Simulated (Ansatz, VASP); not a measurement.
Ag in VASP and in Ansatz

File INCAR:

```
SYSTEM = Ag
PREC = Accurate
ENCUT = 400
EDIFF = 1E-8
ISMEAR = -1
SIGMA = 0.05
LREAL = .False.
LASPH = .True.
NELM = 120
ALGO = Normal
ISIF = 2
LWAVE = .False.
LCHARG = .False.
GGA = PE
LEFG = .True.
NBANDS = 12
GGA_COMPAT = .False.
```

The input KPOINTS:

```
regular mesh
0
Gamma
  15 15 15
  0 0 0
```

Contents of POSCAR:

```
Ag
1.0
    0.0000000000      2.0431000000      2.1043930000
    2.0431000000      0.0000000000      2.1043930000
    2.0431000000      2.0431000000      0.0000000000
Ag
1
Direct
    0.0000000000      0.0000000000      0.0000000000
```

Input for Ansatz:

```yaml
crystal:
  lattice:
    - [0.0, 2.0431, 2.104393]
    - [2.0431, 0.0, 2.104393]
    - [2.0431, 2.0431, 0.0]
  atoms:
    - { symbol: Ag, position: [0.0, 0.0, 0.0] }
kpoints:
  mp_grid: { grid: [15, 15, 15] }
scf:
  occupations: { method: fermi_dirac, width: 0.05 }
hamiltonian:
  xc: pbe
  pseudopotentials: { kind: paw }
output:
  forces: true
  stress: true
  eigenvalues: true
  efg: { contact_densities: true }
  write_density: true
  write_potential: true
  elf: true
  volumetric_format: npy
```

Change from the starting cell: zz strain of +3 %, PAW files.

Alike in both runs: task electric field gradients; functional PBE; k mesh 15 × 15 × 15; occupations fermi-dirac, width 0.05 eV; no spin polarisation.

|  | VASP | Ansatz |
| --- | --- | --- |
| version | VASP 6.6.1 | Ansatz 0.2.0 |
| potentials or method | VASP PAW PBE potentials, release 64 (Ag) | PAW with Ansatz's default frozen-core files, scalar-relativistic |
| plane-wave cutoff (eV) | 400 | 420 |
| valence electrons in the cell | 11 | 19 |

VASP gave:

```
pressure (GPa)                                                : 1.0
traceless stress, the component that is largest in VASP (GPa) : -0.39
size of Vzz on the site where it differs most (V/Å²)          : 0.4
```

Estimate Ansatz's values.

pressure (GPa): 1.4; traceless stress, the component that is largest in VASP (GPa): -0.41; size of Vzz on the site where it differs most (V/Å²): 1.4.

VASP's potentials hold 11 valence electrons a cell and Ansatz's 19, so a difference there can come from the potentials and not from the codes.
